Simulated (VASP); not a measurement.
Li6ZnCl8: single point with PBE

System: Li6ZnCl8.

```
CELL_PARAMETERS angstrom
6.78429 -0.04576 0.30577
-0.04576 6.93401 0.06891
0.30577 0.06891 6.90222
ATOMIC_POSITIONS crystal
Zn 0.97462 0.54946 0.91580
Cl 0.19948 0.17650 0.47106
Cl 0.77332 0.41949 0.66312
Cl 0.01035 0.86309 0.86213
Cl 0.30884 0.74212 0.33765
Cl 0.59932 0.97230 0.71271
Cl 0.77353 0.14683 0.24803
Cl 0.80455 0.59362 0.21399
Cl 0.25818 0.39888 0.88656
Li 0.02261 0.91051 0.23131
Li 0.31516 0.96994 0.74849
Li 0.05916 0.44693 0.42084
Li 0.57981 0.27092 0.89002
Li 0.51802 0.37070 0.33707
Li 0.59801 0.87287 0.38905
```

```
Program                : VASP 6.6.1
Task                   : single point
Functional             : PBE
Potentials or basis    : VASP PAW PBE potentials, release 64 (Zn, Cl, Li_sv)
Cutoff                 : 520 eV
k mesh                 : 1 × 1 × 1
Occupations            : fermi-dirac, width 0.0991 eV
Spin                   : no spin polarisation
Dipole correction      : no
Further INCAR settings : LREAL = Auto; ALGO = Normal; EDIFF = 1e-07; NBANDS = 56; ISYM = 0
```

The largest force is 2.288 eV/Å.

Forces in eV/Å, atoms in the order of the input:
```
Zn  -0.445 -0.207 -0.546
Cl   0.611 -0.012 -0.217
Cl   0.740  0.662  0.566
Cl   0.346  0.542  0.109
Cl  -0.346 -0.836 -0.152
Cl   1.497 -0.126  0.092
Cl  -0.679 -0.478 -0.522
Cl   0.058  0.446  0.029
Cl   0.511 -0.225  0.555
Li   0.250  0.204 -0.061
Li  -2.269  0.088 -0.276
Li  -0.294  0.326 -0.046
Li   0.013 -0.570 -0.011
Li  -0.112 -0.156  0.404
Li   0.118  0.342  0.076
```

Levels at points of the mesh, in eV from the Fermi level:
| k point | band 40 | band 41 | band 42 | band 43 | band 44 | band 45 | band 46 | band 47 |
| --- | --- | --- | --- | --- | --- | --- | --- | --- |
| (0.00, 0.00, 0.00) | -2.43 | -2.34 | -2.07 | -1.96 | 1.93 | 3.64 | 4.27 | 4.70 |

It took 36 s on 1 thread of AMD EPYC 7R43 64-Core Processor (Zen 3) (shared host), peak memory 0.32 GiB.

Caveat: the k points lie up to 0.93 Å⁻¹ apart; the atoms stand as in a frame of molecular dynamics.
